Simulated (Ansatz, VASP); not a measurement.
Ta12F in VASP and in Ansatz

Contents of INCAR:

```
SYSTEM = Ta12F
ALGO = Normal ; DIPOL = 0.5 0.5 0.305
EDIFF = 1E-6 ; ENCUT = 520
GGA = CA ; GGA_COMPAT = .FALSE.
IDIPOL = 3 ; ISIF = 2
ISMEAR = 0 ; ISPIN = 2
KPAR = 4 ; LASPH = .TRUE.
LCHARG = .FALSE. ; LDIPOL = .TRUE.
LMAXMIX = 4 ; LORBIT = 11
LREAL = .FALSE. ; LWAVE = .FALSE.
MAGMOM = 0 0 0 0 0 0 0 0 0 0 0 0 1 ; NBANDS = 86
NELM = 200 ; NELMDL = -8
PREC = Accurate ; SIGMA = 0.1
```

KPOINTS

```
k-points
0
G
  5 5 1
  0 0 0
```

Contents of POSCAR:

```
Ta12F
1.0
    5.6341016702      0.0000000000      0.0000000000
   -1.8780338901      5.3118819959      0.0000000000
    0.0000000000      0.0000000000     21.4444204585
Ta F
12 1
Direct
    0.2500000000      0.2500000000      0.1865287060
    0.2500000000      0.7500000000      0.1865287060
    0.7500000000      0.2500000000      0.1865287060
    0.7500000000      0.7500000000      0.1865287060
    0.0000000000      0.0000000000      0.2901575821
    0.0000000000      0.5000000000      0.2901575821
    0.5000000000      0.0000000000      0.2901575821
    0.5000000000      0.5000000000      0.2901575821
    0.2500000000      0.2500000000      0.3937817054
    0.2500000000      0.7500000000      0.3937817054
    0.7500000000      0.2500000000      0.3937817054
    0.7500000000      0.7500000000      0.3937817054
    0.2500000000      0.2500000000      0.4772533013
```

Input for Ansatz:

```yaml
crystal:
  lattice:
    - [5.6341016702, 0.0, 0.0]
    - [-1.8780338901, 5.3118819959, 0.0]
    - [0.0, 0.0, 21.4444204585]
  atoms:
    - { symbol: Ta, position: [0.25, 0.25, 0.186528706] }
    - { symbol: Ta, position: [0.25, 0.75, 0.186528706] }
    - { symbol: Ta, position: [0.75, 0.25, 0.186528706] }
    - { symbol: Ta, position: [0.75, 0.75, 0.186528706] }
    - { symbol: Ta, position: [0.0, 0.0, 0.2901575821] }
    - { symbol: Ta, position: [0.0, 0.5, 0.2901575821] }
    - { symbol: Ta, position: [0.5, 0.0, 0.2901575821] }
    - { symbol: Ta, position: [0.5, 0.5, 0.2901575821] }
    - { symbol: Ta, position: [0.25, 0.25, 0.3937817054] }
    - { symbol: Ta, position: [0.25, 0.75, 0.3937817054] }
    - { symbol: Ta, position: [0.75, 0.25, 0.3937817054] }
    - { symbol: Ta, position: [0.75, 0.75, 0.3937817054] }
    - { symbol: F, position: [0.25, 0.25, 0.4772533013], spin: 1.0 }
basis:
  ecutwfc: 420
kpoints:
  mp_grid: { grid: [5, 5, 1] }
hamiltonian:
  xc: lda
  pseudopotentials: { kind: paw, azcp: { folder: soft_1 } }
scf:
  occupations: { method: gaussian, width: 0.1 }
output:
  forces: true
  eigenvalues: true
  populations: true
magnetization:
  spin_polarized: true
efield:
  axis: 3
  dipole_correction: true
  ramp_width: 0.04
```

Alike in both runs: task single point; functional LDA; k mesh 5 × 5 × 1; occupations gaussian, width 0.1 eV; collinear spin.

```csv
,VASP,Ansatz
version,VASP 6.6.1,Ansatz 0.2.0
potentials or method,"VASP PAW LDA potentials, release 64 (Ta_pv, F), cutoff 520 eV","scalar-relativistic, plane waves, PAW"
valence electrons in the cell,139,163
```

Ansatz gave:

| Property | Result |
| --- | --- |
| gap on the k mesh at the Fermi level (eV) | none |
| rms of the force components (eV/Å) | 0.624 |
| net moment per atom (μB) | 0.00 |

Question: What did VASP give for the same quantities?

Answer: gap on the k mesh at the Fermi level (eV): none; rms of the force components (eV/Å): 0.686; net moment per atom (μB): 0.00.

Ansatz warns that its potentials were made for another functional, while VASP's fit it. LDA's correlation is that of Perdew and Zunger in VASP and of Perdew and Wang (1992) in Ansatz. Atom by atom the forces differ by 0.077 eV/Å (rms over components). A gap of «none» marks a metal or a gap that the smearing closes. VASP's potentials hold 139 valence electrons a cell and Ansatz's 163, so a difference there can come from the potentials and not from the codes. Ansatz's warnings: seeded moment not kept.

Spin-orbit coupling is off throughout.
